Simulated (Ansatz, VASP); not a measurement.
## Al2O3: VASP beside Ansatz

File INCAR:

```
SYSTEM = Al2O3
PREC = Accurate
ENCUT = 520
EDIFF = 1E-6
ISMEAR = 0
SIGMA = 0.01
LREAL = .False.
LASPH = .True.
NELM = 80
ALGO = Normal
ISIF = 2
LWAVE = .False.
LCHARG = .False.
GGA = PS
NBANDS = 20
```

File KPOINTS:

```
regular mesh
0
Gamma
  12 12 4
  0 0 0
```

Contents of POSCAR:

```
Al2O3
1.0
    2.9628558815      0.0000000000      0.0000000000
   -1.4814274498      2.5659085264      0.0000000000
    0.0000000000      0.0000000000      7.4375082883
Al O
2 3
Direct
    0.0000000000      0.0000000000      0.2779510000
    0.0000000000      0.0000000000      0.7220490000
    0.3333333333      0.6666666667      0.1994540000
    0.6666666667      0.3333333333      0.8005460000
    0.0000000000      0.0000000000      0.5000000000
```

Input for Ansatz:

```yaml
crystal:
  lattice:
    - [2.9628558814500083, 0.0, 0.0]
    - [-1.4814274497767732, 2.5659085263960546, 0.0]
    - [0.0, 0.0, 7.437508288345938]
  atoms:
    - { symbol: Al, position: [0.0, 0.0, 0.277951] }
    - { symbol: Al, position: [0.0, 0.0, 0.722049] }
    - { symbol: O, position: [0.3333333333333333, 0.6666666666666666, 0.199454] }
    - { symbol: O, position: [0.6666666666666666, 0.3333333333333333, 0.800546] }
    - { symbol: O, position: [0.0, 0.0, 0.5] }
basis:
  ecutwfc: 421.77648681281397
kpoints:
  mp_grid:
    grid: [12, 12, 4]
hamiltonian:
  xc: pbesol
scf:
  convergence:
    dr2_threshold: 1.0e-10
  occupations:
    method: fixed
output:
  stress: true
```

Alike in both runs: task single point; functional PBEsol; k mesh 12 × 12 × 4; no spin polarisation.

```csv
,VASP,Ansatz
version,VASP 6.6.1,Ansatz 0.2.0
potentials or method,"VASP PAW PBE potentials, release 64 (Al, O), cutoff 520 eV","plane waves, PAW"
occupations,"gaussian, width 0.01 eV",fixed
valence electrons in the cell,24,24
```

Ansatz gave:

* pressure (GPa): 5.7
* traceless stress, the component that is largest in VASP (GPa): 2.17

Question: Which values does VASP return?

Answer: Pressure (GPa): 6.1; traceless stress, the component that is largest in VASP (GPa): 2.60.

VASP's potentials were made for PBE, not for PBEsol.
